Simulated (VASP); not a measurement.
## Y (a cell with a defect): single point with PBE

The system is Y (a cell with a defect).

```
Y
1.0
     0.00000    5.00420    5.00420
     5.00420    0.00000    5.00420
     5.00420    5.00420    0.00000
Y
7
Direct
  0.04661 0.02963 0.91726
  0.95274 0.96360 0.49733
  0.99972 0.49661 0.30572
  0.49898 0.99866 0.05115
  0.49974 0.99758 0.48418
  0.60666 0.51344 0.00449
  0.39479 0.48213 0.62475
```

```
Program             : VASP 6.6.1
Task                : single point
Functional          : PBE
Potentials or basis : VASP PAW PBE potentials, release 64 (Y_sv)
Cutoff              : 520 eV
k mesh              : 3 × 3 × 3
Occupations         : fermi-dirac, width 0.05 eV
Spin                : no spin polarisation
```

```
Pressure               : -2.7 GPa
Largest force          : 0.046 eV/Å
Band gap on the k mesh : zero (an odd number of electrons rules out a gap without spin polarisation)
```

Forces on the atoms (eV/Å):
```
Y   -0.006 -0.004 -0.012
Y   -0.003 -0.009  0.019
Y   -0.001 -0.004  0.006
Y   -0.038 -0.026 -0.002
Y    0.013  0.013  0.000
Y   -0.005  0.027 -0.015
Y    0.039  0.003  0.004
```

Stress tensor (GPa, compression positive):
```
-2.69 -0.47  0.20
-0.47 -2.70 -0.22
 0.20 -0.22 -2.81
```

Levels at points of the mesh, in eV from the Fermi level:
```csv
k point,band 36,band 37,band 38,band 39,band 40,band 41
"(0.00, 0.00, 0.00)",-0.90,-0.38,-0.12,0.03,0.42,0.44
```

It took 10 min on 1 thread of Intel Xeon 8259CL (shared host), peak memory 0.46 GiB.

Caveat: the k points lie up to 0.36 Å⁻¹ apart, too coarse for converged energies and pressures of a metal.
